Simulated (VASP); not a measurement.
Write the native input for VASP 6.6.1 that does the following.

- Task: single point
- Functional: r2SCAN
- Potentials or basis: VASP PAW PBE potentials, release 64 (Cu)
- Cutoff: 520 eV
- k mesh: 24 × 24 × 24
- Occupations: gaussian, width 0.15 eV
- Spin: no spin polarisation
- Dipole correction: no
- Further INCAR settings: ALGO = Normal; EDIFF = 1e-07; NBANDS = 12

The system is Cu.

```
CELL_PARAMETERS angstrom
-1.40672 1.40672 1.41048
1.40672 -1.40672 1.41048
1.40672 1.40672 -1.41048
ATOMIC_POSITIONS crystal
Cu 0.00000 0.00000 0.00000
```

This cell differs from its parent crystal: strain -0.025 along x and y, +0.025 along z.

The input as run:

POSCAR

```
Cu
1.0
   -1.4067234870      1.4067234870      1.4104834862
    1.4067234870     -1.4067234870      1.4104834862
    1.4067234870      1.4067234870     -1.4104834862
Cu
1
Direct
    0.0000000000      0.0000000000      0.0000000000
```

INCAR.step1

```
PREC = Accurate
ENCUT = 520
ISMEAR = 0
SIGMA = 0.15
LREAL = F
LASPH = T
NELM = 60
NBANDS = 12
GGA = PE
ALGO = Normal
EDIFF = 1E-4
LWAVE = T
LCHARG = F
```

INCAR.step2

```
PREC = Accurate
ENCUT = 520
EDIFF = 1E-7
ISMEAR = 0
SIGMA = 0.15
LREAL = F
LASPH = T
NELM = 60
ALGO = Normal
ISIF = 2
LWAVE = F
LCHARG = F
METAGGA = R2SCAN
LMIXTAU = T
NBANDS = 12
ISTART = 1
```

KPOINTS

```
Automatic mesh
0
Gamma
  24 24 24
```

Potentials or basis: VASP PAW PBE potentials, release 64 (Cu).

Command:

```bash
$ cat potpaw_PBE.64/Cu/POTCAR > POTCAR
$ cp INCAR.step1 INCAR
$ mpirun -np 1 vasp_std > vasp.out
$ cp INCAR.step2 INCAR
$ mpirun -np 1 vasp_std > vasp.out
```

Results of the run:

| Property | Result |
| --- | --- |
| Pressure | 5.4 GPa |

Caveat: the cell differs from its parent crystal (strain -0.025 along x and y, +0.025 along z); the PAW data sets were made with another functional, which shifts forces and pressure a little.

Wall time 6.4 min on 1 thread of Intel(R) Xeon(R) Platinum 8259CL CPU @ 2.50GHz (Skylake/Cascade Lake), with other jobs on the host, peak memory 0.24 GiB.
